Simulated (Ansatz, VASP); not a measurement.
# One calculation of MoS2, two programs

INCAR

```
PREC = Accurate
ENCUT = 520
EDIFF = 1E-7
ISMEAR = 0
SIGMA = 0.05
LREAL = False
LASPH = True
NELM = 80
ALGO = Normal
ISIF = 2
LWAVE = False
LCHARG = False
GGA = PS
NBANDS = 35
```

File KPOINTS:

```
regular mesh
0
Gamma
  10 10 2
```

The input POSCAR:

```
MoS2
1.0
   -3.1414322132      0.0000000000      0.0000000000
   -1.5707161066     -2.7205601009      0.0000000000
    0.0000000000      0.0000000000     13.5788195080
Mo S
2 4
Direct
    0.3333333333      0.3333333333      0.2315889739
    0.6666666667      0.6666666667      0.6947669218
    0.3333333333      0.3333333333      0.5799486676
    0.6666666667      0.6666666667      0.1167707197
    0.3333333333      0.3333333333      0.8095851760
    0.6666666667      0.6666666667      0.3464072281
```

Input for Ansatz:

```yaml
crystal:
  lattice:
    - [-3.1414322132, 0.0, 0.0]
    - [-1.5707161066, -2.7205601009, 0.0]
    - [0.0, 0.0, 13.578819508]
  atoms:
    - { symbol: Mo, position: [0.3333333333, 0.3333333333, 0.2315889739] }
    - { symbol: Mo, position: [0.6666666667, 0.6666666667, 0.6947669218] }
    - { symbol: S, position: [0.3333333333, 0.3333333333, 0.5799486676] }
    - { symbol: S, position: [0.6666666667, 0.6666666667, 0.1167707197] }
    - { symbol: S, position: [0.3333333333, 0.3333333333, 0.809585176] }
    - { symbol: S, position: [0.6666666667, 0.6666666667, 0.3464072281] }
basis:
  ecutwfc: 420
kpoints:
  mp_grid: { grid: [10, 10, 2] }
hamiltonian:
  xc: pbesol
scf:
  occupations: { method: gaussian, width: 0.05 }
output:
  forces: true
  stress: true
  eigenvalues: true
```

Alike in both runs: task single point; functional PBEsol; k mesh 10 × 10 × 2; occupations gaussian, width 0.05 eV; no spin polarisation.

```csv
,VASP,Ansatz
version,VASP 6.6.1,Ansatz 0.2.0
potentials or method,"VASP PAW PBE potentials, release 64 (Mo_sv, S), cutoff 520 eV","scalar-relativistic, plane waves, PAW"
valence electrons in the cell,52,52
```

```tsv
	VASP	Ansatz	Ansatz less VASP
gap on the k mesh at the Fermi level (eV)	1.32	1.30	-0.014
least direct gap on the mesh (eV)	2.01	2.00	-0.005
pressure (GPa)	-0.1	-0.1	+0.01
traceless stress, the component that is largest in VASP (GPa)	-0.09	-0.07	+0.023
rms of the force components (eV/Å)	0.008	0.008	0.0000
```

VASP's potentials were made for PBE, not for PBEsol. Atom by atom the forces differ by 0.001 eV/Å (rms over components).
